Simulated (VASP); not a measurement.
# GeSb4Te4 (Cm) in VASP: a series of runs, part 2 of 2

VASP 6.6.1. Earlier steps stand in the parts before.

## Step 4: Single point, PBE (the part above a cut slid along it)

File INCAR:

```
ALGO = Normal
EDIFF = 1E-6
ENCUT = 520
GGA = PE
ISIF = 2
ISMEAR = 0
LASPH = T
LCHARG = F
LREAL = F
LWAVE = F
NBANDS = 39
NELM = 100
PREC = Accurate
SIGMA = 0.03
```

File KPOINTS:

```
k-points
0
Gamma
  9 9 2
```

File POSCAR:

```
GeSb4Te4
1.0
   -4.3299846501      0.0000000000      0.0000000000
   -2.1649923251     -3.7498767050      0.0000000000
   -3.7885200696     -2.1873030820     17.6486093019
Ge Sb Te
1 4 4
Direct
   -0.3610918650     -0.3610918650      0.6190500000
    0.2381684056      0.2381684056      0.1631491990
    0.6229478644      0.6229478644      0.0749508010
    0.4276196226      0.4276196226      0.4098183509
   -0.1498033526     -0.1498033526      0.8282816491
    0.0279358396      0.0279358396      0.5235684789
    0.2498804304      0.2498804304      0.7145315211
    0.8174173509      0.8174173509      0.3130167137
   -0.5396010809     -0.5396010809      0.9250832863
```

Potentials or basis: VASP PAW PBE potentials, release 64 (Ge_d, Sb, Te).

Command:

```console
cat potpaw_PBE.64/Ge_d/POTCAR potpaw_PBE.64/Sb/POTCAR potpaw_PBE.64/Te/POTCAR > POTCAR
mpirun -np 1 vasp_std > vasp.out
```

OUTCAR:

```text
EDIFF = 1E-6
   ENCUT = 520
   GGA = PE
   ISIF = 2
   ISMEAR = 0
   LASPH = T
   LREAL = F
   NELM = 100
   PREC = Accurate

 ion  position               nearest neighbor table
   1  0.639  0.639  0.619-   7 3.01   6 3.01   7 3.01   6 3.01   6 3.01   7 3.01
   2  0.238  0.238  0.163-   3 2.94   3 2.94   3 2.94   8 3.64   8 3.64   8 3.64
   3  0.623  0.623  0.075-   2 2.94   2 2.94   2 2.94   9 3.24
   4  0.428  0.428  0.410-   8 3.03   8 3.03   8 3.03   6 3.21   6 3.21   6 3.21
   5  0.850  0.850  0.828-   9 3.03   9 3.03   9 3.03   7 3.21   7 3.21   7 3.21
[... 1229 lines left out ...]
  in kB       -0.4599114     -0.2348123     11.8392886     -0.1949416     -2.5489708     -4.4149471
  external PRESSURE =       3.7148550 kB  Pullay stress =       0.0000000 kB

 VOLUME and BASIS-vectors are now :
 -----------------------------------------------------------------------------
  energy-cutoff  :      520.00
  volume of cell :      286.56
      direct lattice vectors                 reciprocal lattice vectors
    -4.329984650  0.000000000  0.000000000    -0.230947701  0.133337717 -0.033050763
    -2.164992325 -3.749876705  0.000000000     0.000000000 -0.266675435 -0.033050763
    -3.788520070 -2.187303082 17.648609302     0.000000000  0.000000000  0.056661688

 POSITION                                       TOTAL-FORCE (eV/Angst)
 -----------------------------------------------------------------------------------
     -6.49498     -3.74988     10.92537        -0.009562     -0.005521      0.000776
     -2.16499     -1.24996      2.87936        -0.080795     -0.046647      0.281154
     -4.32998     -2.49992      1.32278        -0.120646     -0.069655      0.297691
     -4.32998     -2.49992      7.23272        -0.004670     -0.002696      0.019672
     -8.65997     -4.99984     14.61802         0.081668      0.047151     -0.228467
     -2.16499     -1.24996      9.24026        -0.000357     -0.000206     -0.006904
     -4.32998     -2.49992     12.61049         0.016623      0.009597      0.047539
     -6.49498     -3.74988      5.52431         0.010895      0.006290     -0.062955
     -6.49498     -3.74988     16.32643         0.106842      0.061686     -0.348507
 -----------------------------------------------------------------------------------
    total drift:                               -0.000548     -0.000317      0.000652

  FREE ENERGIE OF THE ION-ELECTRON SYSTEM (eV)
  ---------------------------------------------------
  free  energy   TOTEN  =       -34.1937684018 eV

  energy  without entropy=      -34.1935302830  energy(sigma->0) =      -34.19364934
```

OSZICAR:

```text
N       E                     dE             d eps       ncg     rms          rms(c)
DAV:   1     0.438988283690E+03    0.43899E+03   -0.21627E+04  4462   0.159E+03
DAV:   2     0.288408303942E+02   -0.41015E+03   -0.39508E+03  4442   0.378E+02
DAV:   3    -0.308789323382E+02   -0.59720E+02   -0.57694E+02  4652   0.117E+02
DAV:   4    -0.342723953943E+02   -0.33935E+01   -0.33497E+01  4838   0.325E+01
DAV:   5    -0.343816220229E+02   -0.10923E+00   -0.10904E+00  5388   0.599E+00    0.104E+01
DAV:   6    -0.341817238314E+02    0.19990E+00   -0.35607E-01  5668   0.279E+00    0.678E+00
DAV:   7    -0.342109362092E+02   -0.29212E-01   -0.38977E-01  4688   0.225E+00    0.100E+00
DAV:   8    -0.341974441684E+02    0.13492E-01   -0.14011E-01  4882   0.161E+00    0.699E-01
DAV:   9    -0.341932843403E+02    0.41598E-02   -0.32482E-02  5039   0.807E-01    0.467E-01
DAV:  10    -0.341936812691E+02   -0.39693E-03   -0.11498E-02  4687   0.406E-01    0.146E-01
DAV:  11    -0.341937702656E+02   -0.88996E-04   -0.22467E-03  5117   0.214E-01    0.843E-02
DAV:  12    -0.341937556043E+02    0.14661E-04   -0.65339E-04  4854   0.113E-01    0.464E-02
DAV:  13    -0.341937683834E+02   -0.12779E-04   -0.10920E-04  5030   0.441E-02    0.271E-02
DAV:  14    -0.341937686476E+02   -0.26426E-06   -0.19269E-05  4778   0.191E-02    0.124E-02
DAV:  15    -0.341937684018E+02    0.24589E-06   -0.60397E-06  4665   0.109E-02
   1 F= -.34193768E+02 E0= -.34193649E+02  d E =-.238119E-03
```

Wall time 11 min (1 thread of Intel Xeon 8259CL, shared host); peak memory 0.72 GiB.

Results:

| Quantity | Value |
| --- | --- |
| Free energy | -34.1938 eV |
| Pressure | 0.4 GPa |
| Largest force | 0.370 eV/Å |
| Band gap on the k mesh | 0.06 eV (least direct gap 0.14 eV) |

Forces in eV/Å, atoms in the order of the input:
```
Ge  -0.010 -0.006  0.001
Sb  -0.081 -0.047  0.281
Sb  -0.121 -0.070  0.298
Sb  -0.005 -0.003  0.020
Sb   0.082  0.047 -0.228
Te   0.000  0.000 -0.007
Te   0.017  0.010  0.048
Te   0.011  0.006 -0.063
Te   0.107  0.062 -0.349
```

Stress tensor (GPa, compression positive):
```
-0.05 -0.02 -0.44
-0.02 -0.02 -0.25
-0.44 -0.25  1.18
```

Levels at points of the mesh, in eV from the valence-band top:
```csv
k point,band 25,band 26,band 27,band 28,band 29,band 30,band 31,band 32,band 33,band 34
"(0.00, 0.00, 0.00)",-1.39,-1.34,-1.26,-1.17,-0.05,0.09,0.16,0.33,0.64,0.75
"(0.00, 0.00, 0.50)",-1.59,-1.27,-1.24,-1.12,-0.16,0.13,0.18,0.54,0.63,0.72
```

Caveat: the cell differs from its parent crystal (the part above a cut slid along it); spin-orbit coupling is left out, which moves the levels of the heavy elements. A k mesh can miss the band edges.

## Step 5: The runs side by side

```csv
cell,gap on the mesh (eV),pressure (GPa),largest force (eV/Å)
"a = 4.330, b = 4.330, c = 17.693 Å, angles 86.5, 86.5, 60.0°, 9 atoms",0.07,1.0,0.99
"a = 4.330, b = 4.330, c = 18.722 Å, angles 73.2, 73.2, 60.0°, 9 atoms",0.12,0.3,0.25
"a = 4.330, b = 4.330, c = 18.183 Å, angles 78.0, 78.0, 60.0°, 9 atoms",0.06,0.4,0.37
```

Alike in all rows: task single point; level PBE; potentials or basis VASP PAW PBE potentials, release 64 (Ge_d, Sb, Te); no spin polarisation; k mesh 9 × 9 × 2; cutoff (eV) 520; smearing gaussian 0.03 eV.

Caveats: spin-orbit coupling is left out, which moves the levels of the heavy elements.

Total energies depend on the potentials used, so only differences within one code and one set of settings carry meaning.
